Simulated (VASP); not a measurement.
KTaO3: single point with PBEsol

Crystal: KTaO3.

```xyz
5
Lattice="3.8063 0.0000 0.0000 0.0000 3.8063 0.0000 0.0000 0.0000 3.8063" Properties=species:S:1:pos:R:3 pbc="T T T"
K     1.9031    1.9031    1.9031
Ta    0.0000    0.0000    0.0000
O     0.0000    1.9031    0.0000
O     0.0000    0.0000    1.9031
O     1.9031    0.0000    0.0000
```

```
Program             : VASP 6.6.1
Task                : single point
Functional          : PBEsol
Potentials or basis : VASP PAW PBE potentials, release 64 (K_sv, Ta_pv, O)
Cutoff              : 600 eV
k mesh              : 8 × 8 × 8
Occupations         : gaussian, width 0.02 eV
Spin                : non-collinear spin, zero start, spin-orbit coupling
Starting moments    : [[0.0, 0.0, 0.0], [0.0, 0.0, 0.0], [0.0, 0.0, 0.0], [0.0, 0.0, 0.0], [0.0, 0.0, 0.0]] μB
```

```json
{"Pressure": "39.6 GPa", "Net moment": "0.00 μB per cell", "Valence electrons inside the program's atomic spheres": "K 7.64; Ta 9.23; O 5.16"}
```

Moments on the atoms (μB; x, y, z):
```
K   0.00 0.00 0.00
Ta  0.00 0.00 0.00
O   0.00 0.00 0.00
O   0.00 0.00 0.00
O   0.00 0.00 0.00
```

It took 6.2 min on 1 thread of Oxide Virtual Turin-like Processor (shared host), peak memory 0.36 GiB.

Caveat: the cell stands under pressure; the PAW data sets were made with another functional, which shifts forces and pressure a little.
